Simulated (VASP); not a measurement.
Wanted: the native input for a VASP 6.6.1 run.

* Task: single point
* Functional: PBE
* Potentials or basis: VASP PAW PBE potentials, release 64 (Al, Ni)
* Cutoff: 520 eV
* k mesh: 12 × 12 × 12
* Occupations: gaussian, width 0.1 eV
* Spin: collinear spin, ferromagnetic start
* Starting moments: [0.0, 0.3, 0.3, 0.3] μB
* Dipole correction: no
* Further INCAR settings: ALGO = Fast; EDIFF = 1e-07; NBANDS = 28

The structure of AlNi3 lies in POSCAR:

```
AlNi3
1.0
    3.5193368829      0.0000000000      0.0000000000
    0.0000000000      3.5193368829      0.0000000000
    0.0000000000      0.0000000000      3.5193368829
Al Ni
1 3
Direct
    0.0000000000      0.0000000000      0.0000000000
    0.0000000000      0.5000000000      0.5000000000
    0.5000000000      0.0000000000      0.5000000000
    0.5000000000      0.5000000000      0.0000000000
```

These files were run (other wordings do the same):

INCAR

```
PREC = Accurate ; ENCUT = 520
EDIFF = 1E-7 ; ISMEAR = 0
SIGMA = 0.1 ; LREAL = False
LASPH = True ; NELM = 150
ALGO = Fast ; ISIF = 2
LWAVE = False ; LCHARG = False
ISPIN = 2 ; MAGMOM = 0 0.3 0.3 0.3
LORBIT = 11 ; LMAXMIX = 4
GGA = PE ; NBANDS = 28
```

KPOINTS

```
regular mesh
0
Gamma
  12 12 12
```

Potentials or basis: VASP PAW PBE potentials, release 64 (Al, Ni).

Launch:

```console
$ cat potpaw_PBE.64/Al/POTCAR potpaw_PBE.64/Ni/POTCAR > POTCAR
$ mpirun -np 1 vasp_std > vasp.out
```

Results of the run:

| Property | Result |
| --- | --- |
| Pressure | 7.9 GPa |
| Net moment | 0.69 μB per cell |
| Site moments | Al -0.01; Ni +0.24 μB |
| Valence electrons inside the program's atomic spheres | Al 0.82; Ni 9.45 |

Caveat: the cell stands under pressure.

It took 4.8 min on 1 thread of Oxide Virtual Turin-like Processor, with other jobs on the host, peak memory 0.24 GiB.
